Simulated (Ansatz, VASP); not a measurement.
Two plane-wave programs on Zr

Contents of INCAR:

```
PREC     = Accurate       # precision mode
ENCUT    = 520            # plane-wave cutoff, eV
EDIFF    = 1E-6           # SCF threshold, eV
ISMEAR   = -1             # smearing method
SIGMA    = 0.05           # smearing width, eV
LREAL    = False          # projectors in reciprocal space
LASPH    = True           # aspherical terms in the spheres
NELM     = 150            # most SCF steps
ALGO     = Normal         # electronic algorithm
ISIF     = 2              # what is computed and relaxed
LWAVE    = False          # write WAVECAR
LCHARG   = False          # write CHGCAR
ISPIN    = 2              # spin polarisation
MAGMOM   = 1 1            # initial moments
LORBIT   = 11             # projections on sites
LMAXMIX  = 4              # l up to which the mixer works
GGA      = RP             # functional
NBANDS   = 23             # bands
```

KPOINTS

```
Automatic mesh
0
Gamma
  18 18 10
```

File POSCAR:

```
Zr
1.0
    3.3040363695      0.0000000000      0.0000000000
   -1.6520181847      2.8613794311      0.0000000000
    0.0000000000      0.0000000000      5.2685553549
Zr
2
Direct
    0.3333333333      0.6666666667      0.2500000000
    0.6666666667      0.3333333333      0.7500000000
```

Input for Ansatz:

```yaml
crystal:
  lattice:
    - [3.3040363695, 0.0, 0.0]
    - [-1.6520181847, 2.8613794311, 0.0]
    - [0.0, 0.0, 5.2685553549]
  atoms:
    - { symbol: Zr, position: [0.3333333333, 0.6666666667, 0.25], spin: 1.0 }
    - { symbol: Zr, position: [0.6666666667, 0.3333333333, 0.75], spin: 1.0 }
hamiltonian:
  xc: rpbe
  pseudopotentials:
    kind: paw
    azcp:
      Zr: "pseudopotentials/Zr.paw.azcp"
basis:
  ecutwfc: 420
  fft_grid_basis: typed
kpoints:
  mp_grid: { grid: [18, 18, 10], shift: [0, 0, 0] }
magnetization:
  spin_polarized: true
scf:
  occupations: { method: fermi_dirac, width: 0.05 }
output:
  stress: true
```

Alike in both runs: task single point; functional RPBE; k mesh 18 × 18 × 10; occupations fermi-dirac, width 0.05 eV; collinear spin.

```csv
,VASP,Ansatz
version,VASP 6.6.1,Ansatz 0.2.0
potentials or method,"VASP PAW PBE potentials, release 64 (Zr_sv), cutoff 520 eV","plane waves (420 eV) with PAW, scalar-relativistic"
valence electrons in the cell,24,24
```

```tsv
	VASP	Ansatz	Ansatz less VASP
pressure (GPa)	-3.2	-3.2	+0.02
net moment per atom (μB)	0.00	0.00	0.000
```

VASP's potentials were made for PBE, not for RPBE. Ansatz's warnings: seeded moment not kept.
